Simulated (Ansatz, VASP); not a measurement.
One calculation of LaScSe2, two programs

```
CELL_PARAMETERS angstrom
3.92454 0.00000 0.00000
-1.96227 3.39876 0.00000
0.00000 -2.26584 7.42440
ATOMIC_POSITIONS crystal
Se 0.23220 0.46440 0.69660
Se 0.76780 0.53560 0.30340
La 0.50000 0.00000 0.50000
Sc 0.00000 0.00000 0.00000
```

Alike in both runs: task single point; functional PBE; k mesh 6 × 6 × 6; no spin polarisation.

```csv
,VASP,Ansatz
version,VASP 6.6.1,Ansatz 0.2.0
potentials or method,"VASP PAW PBE potentials, release 64 (Se, La, Sc_sv), cutoff 520 eV",PAW plane waves
occupations,"methfessel-paxton of order 1, width 0.15 eV","cold, width 0.15 eV"
valence electrons in the cell,34,54
```

VASP gave:

| Property | Result |
| --- | --- |
| gap on the k mesh at the Fermi level (eV) | none |
| pressure (GPa) | 13.6 |
| traceless stress, the component that is largest in VASP (GPa) | -7.04 |
| rms of the force components (eV/Å) | 1.911 |

Q: What did Ansatz give for the same quantities?

A: gap on the k mesh at the Fermi level (eV): none; pressure (GPa): 13.6; traceless stress, the component that is largest in VASP (GPa): -7.08; rms of the force components (eV/Å): 1.912.

Atom by atom the forces differ by 0.001 eV/Å (rms over components). A gap of «none» marks a metal or a gap that the smearing closes. VASP's potentials hold 34 valence electrons a cell and Ansatz's 54, so a difference there can come from the potentials and not from the codes. Ansatz's warnings: structure snapped to symmetry.

Spin-orbit coupling is off throughout.
